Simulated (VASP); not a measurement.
# Se (Fd-3m) in VASP: notebook

Se is run at these levels: r2SCAN; tasks: single point.

Everything below comes from runs of VASP 6.6.1. Logs are shortened: lines on timing, memory, paths and dates and some standing lists are left out, and cuts for length are marked.

### 1 The cell of the first run

It takes space group Fd-3m (No. 227, cubic). The conventional cell has a = 6.224 Å, b = 6.224 Å, c = 6.224 Å, α = 90.00°, β = 90.00°, γ = 90.00°. Se (site symmetry -43m) has 4 Se at 2.69 Å within 3.6 Å.

### 2 Single point, r2SCAN

Input file POSCAR:

```
Se
1.0
    0.0000000000      3.1118728895      3.1118728895
    3.1118728895      0.0000000000      3.1118728895
    3.1118728895      3.1118728895      0.0000000000
Se
2
Direct
    0.5000000000      0.5000000000      0.5000000000
    0.7500000000      0.7500000000      0.7500000000
```

Input file INCAR.step1:

```
  ALGO = Normal
  EDIFF = 1E-4
  ENCUT = 520
  GGA = PE
  ISMEAR = 0
  LASPH = T
  LCHARG = F
  LREAL = F
  LWAVE = T
  NBANDS = 13
  NELM = 100
  PREC = Accurate
  SIGMA = 0.1
```

Input file INCAR.step2:

```
  ALGO = Normal
  EDIFF = 1E-7
  ENCUT = 520
  ISIF = 2
  ISMEAR = 0
  ISTART = 1
  LASPH = T
  LCHARG = T
  LELF = T
  LMIXTAU = T
  LREAL = F
  LVHAR = T
  LWAVE = F
  METAGGA = R2SCAN
  NBANDS = 13
  NELM = 100
  PREC = Accurate
  SIGMA = 0.1
```

Input file KPOINTS:

```
k-points
0
Gamma
  6 6 6
```

Potentials or basis: VASP PAW PBE potentials, release 64 (Se).

Run with:

```
> cat potpaw_PBE.64/Se/POTCAR > POTCAR
> cp INCAR.step1 INCAR
> mpirun -np 1 vasp_std > vasp.out
> cp INCAR.step2 INCAR
> mpirun -np 1 vasp_std > vasp.out
```

OUTCAR:

```text
EDIFF = 1E-7
   ENCUT = 520
   ISIF = 2
   ISMEAR = 0
   ISTART = 1
   LASPH = T
   LREAL = F
   METAGGA = R2SCAN
   NELM = 100
   PREC = Accurate

 ion  position               nearest neighbor table
   1  0.500  0.500  0.500-   2 2.69   2 2.69   2 2.69   2 2.69
   2  0.750  0.750  0.750-   1 2.69   1 2.69   1 2.69   1 2.69

  LATTYP: Found a face centered cubic cell.
 ALAT       =     6.2237457790

  Lattice vectors:

 A1 = (   0.0000000000,   3.1118728895,   3.1118728895)
 A2 = (   3.1118728895,   0.0000000000,   3.1118728895)
 A3 = (   3.1118728895,   3.1118728895,   0.0000000000)

Analysis of symmetry for initial positions (statically):
=====================================================================
 Subroutine PRICEL returns:
 Original cell was already a primitive cell.

 Routine SETGRP: Setting up the symmetry group for a
 face centered cubic supercell.

 Subroutine GETGRP returns: Found 48 space group operations
 (whereof 24 operations were pure point group operations)
 out of a pool of 48 trial point group operations.

The static configuration has the point symmetry T_d .
 The point group associated with its full space group is O_h .

Analysis of symmetry for dynamics (positions and initial velocities):
=====================================================================
 Subroutine PRICEL returns:
 Original cell was already a primitive cell.

 Routine SETGRP: Setting up the symmetry group for a
 face centered cubic supercell.

 Subroutine GETGRP returns: Found 48 space group operations
 (whereof 24 operations were pure point group operations)
 out of a pool of 48 trial point group operations.

The dynamic configuration has the point symmetry T_d .
 The point group associated with its full space group is O_h .

 Subroutine INISYM returns: Found 48 space group operations
 (whereof 24 operations are pure point group operations),
 and found     1 'primitive' translations

----------------------------------------------------------------------------------------

                                     Primitive cell

  volume of cell :      60.2692

  direct lattice vectors                    reciprocal lattice vectors
     0.000000000  3.111872889  3.111872889    -0.160674943  0.160674943  0.160674943
     3.111872889  0.000000000  3.111872889     0.160674943 -0.160674943  0.160674943
     3.111872889  3.111872889  0.000000000     0.160674943  0.160674943 -0.160674943

  length of vectors
     4.400852845  4.400852845  4.400852845     0.278297165  0.278297165  0.278297165

  position of ions in fractional coordinates (direct lattice)
     0.500000000  0.500000000  0.500000000
     0.750000000  0.750000000  0.750000000

  ion indices of the primitive-cell ions
   primitive index   ion index
                 1           1
                 2           2

----------------------------------------------------------------------------------------

 KPOINTS: k-points

Automatic generation of k-mesh.
 Grid dimensions read from file:
 generate k-points for:    6    6    6

 Generating k-lattice:

  Cartesian coordinates                     Fractional coordinates (reciprocal lattice)
    -0.026779157  0.026779157  0.026779157     0.166666667  0.000000000  0.000000000
     0.026779157 -0.026779157  0.026779157     0.000000000  0.166666667  0.000000000
     0.026779157  0.026779157 -0.026779157     0.000000000  0.000000000  0.166666667

  Length of vectors
     0.046382861  0.046382861  0.046382861

  Shift w.r.t. Gamma in fractional coordinates (k-lattice)
     0.000000000  0.000000000  0.000000000

 Subroutine IBZKPT returns following result:
 ===========================================

 Found     16 irreducible k-points:

 Following reciprocal coordinates:
            Coordinates               Weight
  0.000000  0.000000  0.000000      1.000000
  0.166667  0.000000  0.000000      8.000000
  0.333333  0.000000  0.000000      8.000000
  0.500000  0.000000  0.000000      4.000000
  0.166667  0.166667  0.000000      6.000000
  0.333333  0.166667  0.000000     24.000000
[... 8 lines left out ...]
 -0.333333  0.333333  0.166667     24.000000
 -0.333333  0.500000  0.166667     12.000000
   k-points           NKPTS =     16   k-points in BZ     NKDIM =     16   number of bands    NBANDS=     13
   number of dos      NEDOS =    301   number of ions     NIONS =      2
   total plane-waves  NPLWV =  46656
   dimension x,y,z NGX =    36 NGY =   36 NGZ =   36
   dimension x,y,z NGXF=    72 NGYF=   72 NGZF=   72
   ions per type =               2
   NGX,Y,Z   is equivalent  to a cutoff of  13.60, 13.60, 13.60 a.u.
   NGXF,Y,Z  is equivalent  to a cutoff of  27.20, 27.20, 27.20 a.u.
 SYSTEM =  unknown system
   PREC   = accura    normal or accurate (medium, high low for compatibility)
   ISTART =      1    job   : 0-new  1-cont  2-samecut
   ICHARG =      0    charge: 1-file 2-atom 10-const
   ISPIN  =      1    spin polarized calculation?
   LNONCOLLINEAR =      F non collinear calculations
   LSORBIT =      F    spin-orbit coupling
   LASPH  =      T    aspherical Exc in radial PAW
   ENCUT  =  520.0 eV  38.22 Ry    6.18 a.u.   8.18  8.18  8.18*2*pi/ulx,y,z
   NELM   =    100;   NELMIN=  2; NELMDL=  0     # of ELM steps
   EDIFF  = 0.1E-06   stopping-criterion for ELM
   LREAL  =      F    real-space projection
   EDIFFG = 0.1E-05   stopping-criterion for IOM
   NSW    =      0    number of steps for IOM
   IBRION =     -1    ionic relax: 0-MD 1-quasi-New 2-CG
   NFREE  =      0    steps in history (QN), initial steepest desc. (CG)
   ISIF   =      2    stress and relaxation
   ISYM   =      2    0-nonsym 1-usesym 2-fastsym
   POTIM  = 0.5000    time-step for ionic-motion
   TEBEG  =    0.0;   TEEND  =   0.0 temperature during run
   PSTRESS=    0.0 pullay stress
   NELECT =      12.0000    total number of electrons
   NUPDOWN=      -1.0000    fix difference up-down
   EMIN   =  10.00;   EMAX   =-10.00  energy-range for DOS
   EFERMI =   0.00;   METHOD = LEGACY
   ISMEAR =     0;   SIGMA  =   0.10  broadening in eV -4-tet -1-fermi 0-gaus
   EFERMI_NEDOS =   21; number of points for ismear=-14 and -15
   IALGO  =     38    algorithm
   IMIX   =      4    mixing-type and parameters
     AMIX     =   0.40;   BMIX     =  1.00
     AMIX_MAG =   1.60;   BMIX_MAG =  1.00
  volume/ion in A,a.u.               =      30.13       203.36
  Fermi-wavevector in a.u.,A,eV,Ry     =   0.955953  1.806490 12.433643  0.913847
  Thomas-Fermi vector in A             =   2.084838
   LORBIT       =      0    0 simple, 1 ext, 2 COOP (PROOUT), +10 PAW based schemes
   METAGGA = R2SCAN    functional components
   LHFCALC =     F    Hartree Fock is set to
   AEXX    =    0.0000 exact exchange contribution
   IVDW    =     0    specifies the selected vdW correction
   LEPSILON=     F    determine dielectric tensor
   LRPA    =     F    only Hartree local field effects (RPA)
 non-spin polarized calculation
 Gauss-broadening in eV      SIGMA  =   0.10
  energy-cutoff  :      520.00
  volume of cell :       60.27
 maximum number of plane-waves:      1640
 NGX is ok and might be reduce to    36
   NGX = 17   NGY = 17   NGZ = 17

 number of electron      12.0000001 magnetization

 Free energy of the ion-electron system (eV)
  ---------------------------------------------------
  ext. energy  EPLUGINS =         0.00000000
  ---------------------------------------------------
  free energy    TOTEN  =       -27.28382230 eV

  energy without entropy =      -27.27643531  energy(sigma->0) =      -27.28012880

 E-fermi :   2.2685     XC(G=0):  -8.8560

 val. band max:        2.1351465210   @ k =  -0.3333   0.3333   0.0000
 cond. band min:       2.2928609813   @ k =   0.1667   0.1667   0.0000
 fundamental gap:      0.1577144603
 Fermi energy:         2.2685459979

 k-point     1 :       0.0000    0.0000    0.0000
  band No.  band energies     occupation
      1     -14.0409      2.00000
      2      -8.1582      2.00000
      3      -1.5254      2.00000
      4      -1.5254      2.00000
      5      -1.5254      2.00000
      6       1.3922      2.00000
      7       1.3922      2.00000
      8       1.3922      2.00000
      9       7.0090      0.00000
     10      10.3689      0.00000
     11      10.3689      0.00000
     12      12.3516      0.00000
     13      12.3516      0.00000

 k-point     2 :       0.1667    0.0000    0.0000
  band No.  band energies     occupation
      1     -13.8404      2.00000
      2      -8.6874      2.00000
      3      -1.7701      2.00000
      4      -1.7701      2.00000
      5      -1.6243      2.00000
      6       1.7645      2.00000
      7       1.7645      2.00000
      8       1.8498      2.00000
      9       7.8477      0.00000
     10       9.8004      0.00000
     11       9.8004      0.00000
     12      11.6751      0.00000
     13      13.8760      0.00000

 k-point     3 :       0.3333    0.0000    0.0000
  band No.  band energies     occupation
      1     -13.3223      2.00000
      2      -9.7653      2.00000
      3      -2.1426      2.00000
      4      -2.1426      2.00000
      5      -1.9542      2.00000
      6       2.3469      0.26796
      7       2.3469      0.26796
      8       3.2277      0.00000
      9       8.8638      0.00000
     10       9.9084      0.00000
     11       9.9084      0.00000
     12      11.1439      0.00000
     13      14.3904      0.00000
[... 177 lines left out ...]
 k-point    15 :      -0.3333    0.3333    0.1667
  band No.  band energies     occupation
      1     -12.3764      2.00000
      2     -11.0943      2.00000
      3      -3.5356      2.00000
      4      -2.9194      2.00000
      5       0.1195      2.00000
      6       1.8593      2.00000
      7       3.6460      0.00000
      8       3.8424      0.00000
      9       8.1402      0.00000
     10       9.2453      0.00000
     11      11.2082      0.00000
     12      12.8547      0.00000
     13      14.3425      0.00000

 k-point    16 :      -0.3333    0.5000    0.1667
  band No.  band energies     occupation
      1     -11.7628      2.00000
      2     -11.7628      2.00000
      3      -3.3233      2.00000
      4      -3.3233      2.00000
      5       0.8364      2.00000
      6       0.8364      2.00000
      7       4.0976      0.00000
      8       4.0976      0.00000
      9       8.6423      0.00000
     10       8.6423      0.00000
     11      12.3542      0.00000
     12      12.3542      0.00000
     13      15.6646      0.00000

------------------------ aborting loop because EDIFF is reached ----------------------------------------

  FORCE on cell =-STRESS in cart. coord.  units (eV):
  Direction    XX          YY          ZZ          XY          YZ          ZX
  --------------------------------------------------------------------------------------
  -------------------------------------------------------------------------------------
  Total        0.5065543      0.5065543      0.5065543      0.0000000     -0.0000000     -0.0000000
  in kB       13.4660746     13.4660746     13.4660746      0.0000000     -0.0000000     -0.0000000
  external PRESSURE =      13.4660746 kB  Pullay stress =       0.0000000 kB

 VOLUME and BASIS-vectors are now :
 -----------------------------------------------------------------------------
  energy-cutoff  :      520.00
  volume of cell :       60.27
      direct lattice vectors                 reciprocal lattice vectors
     0.000000000  3.111872889  3.111872889    -0.160674943  0.160674943  0.160674943
     3.111872889  0.000000000  3.111872889     0.160674943 -0.160674943  0.160674943
     3.111872889  3.111872889  0.000000000     0.160674943  0.160674943 -0.160674943

 POSITION                                       TOTAL-FORCE (eV/Angst)
 -----------------------------------------------------------------------------------
      3.11187      3.11187      3.11187         0.000000      0.000000      0.000000
      4.66781      4.66781      4.66781        -0.000000     -0.000000     -0.000000
 -----------------------------------------------------------------------------------
    total drift:                                0.000000      0.000000      0.000000

  FREE ENERGIE OF THE ION-ELECTRON SYSTEM (eV)
  ---------------------------------------------------
  free  energy   TOTEN  =       -27.2838222983 eV

  energy  without entropy=      -27.2764353055  energy(sigma->0) =      -27.28012880
```

Run time: 2.7 min. Hardware: 1 thread of AMD EPYC, shared host; peak memory 0.18 GiB.

Results:

| Property | Result |
| --- | --- |
| Free energy | -27.2838 eV |
| Pressure | 1.3 GPa |
| Band gap on the k mesh | zero (band 6 reaches 2.57 eV, above the bottom of band 7 at 1.39 eV) |

Caveat: the PAW data sets were made with another functional, which shifts forces and pressure a little.

### 3 Single point, r2SCAN

This run uses another cell than the first one, of 31.11 Å³/atom, 1.032 times its volume.

Input file POSCAR:

```
Se
1.0
    0.0000000000      3.1451552936      3.1451552936
    3.1451552936      0.0000000000      3.1451552936
    3.1451552936      3.1451552936      0.0000000000
Se
2
Direct
    0.5000000000      0.5000000000      0.5000000000
    0.7500000000      0.7500000000      0.7500000000
```

Input file INCAR.step1:

```
  ALGO = Normal
  EDIFF = 1E-4
  ENCUT = 520
  GGA = PE
  ISMEAR = 0
  LASPH = True
  LCHARG = False
  LREAL = False
  LWAVE = True
  NBANDS = 13
  NELM = 100
  PREC = Accurate
  SIGMA = 0.1
```

Input file INCAR.step2:

```
  ALGO = Normal
  EDIFF = 1E-6
  ENCUT = 520
  ISIF = 2
  ISMEAR = 0
  ISTART = 1
  LASPH = True
  LCHARG = False
  LMIXTAU = True
  LREAL = False
  LWAVE = False
  METAGGA = R2SCAN
  NBANDS = 13
  NELM = 100
  PREC = Accurate
  SIGMA = 0.1
```

Input file KPOINTS:

```
k-points
0
Gamma
  16 16 16
```

Potentials or basis: VASP PAW PBE potentials, release 64 (Se).

Run with:

```
> cat potpaw_PBE.64/Se/POTCAR > POTCAR
> cp INCAR.step1 INCAR
> mpirun -np 1 vasp_std > vasp.out
> cp INCAR.step2 INCAR
> mpirun -np 1 vasp_std > vasp.out
```

Wall time 17 min (1 thread of AMD EPYC, shared host); peak memory 0.24 GiB.

Results (log left out):

* Free energy: -27.2881 eV
* Pressure: -0.1 GPa
* Band gap on the k mesh: zero (band 6 reaches 2.29 eV, above the bottom of band 7 at 1.15 eV)

Levels at points of the mesh, in eV from the Fermi level:
| k point | band 3 | band 4 | band 5 | band 6 | band 7 | band 8 | band 9 | band 10 |
| --- | --- | --- | --- | --- | --- | --- | --- | --- |
| (0.00, 0.00, 0.00) | -3.67 | -3.67 | -3.67 | -0.82 | -0.82 | -0.82 | 4.74 | 8.15 |
| (0.50, 0.00, 0.00) | -4.41 | -4.41 | -4.28 | 0.32 | 0.32 | 1.81 | 7.20 | 7.28 |
| (0.50, 0.50, 0.00) | -5.21 | -5.21 | -2.00 | -2.00 | 2.29 | 2.29 | 6.58 | 6.58 |

Caveat: the PAW data sets were made with another functional, which shifts forces and pressure a little.
